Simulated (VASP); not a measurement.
Here is a VASP 6.6.1 calculation.

Contents of INCAR:

```
  PREC = Accurate
  ENCUT = 520
  EDIFF = 1E-7
  ISMEAR = -1
  SIGMA = 0.08
  LREAL = F
  LASPH = T
  NELM = 60
  ALGO = Normal
  ISIF = 2
  LWAVE = F
  LCHARG = F
  GGA = PE
  NBANDS = 12
```

Contents of KPOINTS:

```
Automatic mesh
0
Gamma
  14 14 14
```

POSCAR

```
Zr
1.0
   -1.8454992086      1.8454992086      1.8454992086
    1.8454992086     -1.8454992086      1.8454992086
    1.8454992086      1.8454992086     -1.8454992086
Zr
1
Direct
    0.0000000000      0.0000000000      0.0000000000
```

Potentials or basis: VASP PAW PBE potentials, release 64 (Zr_sv).

Launch:

```sh
$ cat potpaw_PBE.64/Zr_sv/POTCAR > POTCAR
$ mpirun -np 1 vasp_std > vasp.out
```

What does it give for the pressure?

-7.1 GPa.

Estimate the band gap on the k mesh.

zero (band 6 reaches 8.97 eV, above the bottom of band 7 at 7.30 eV).
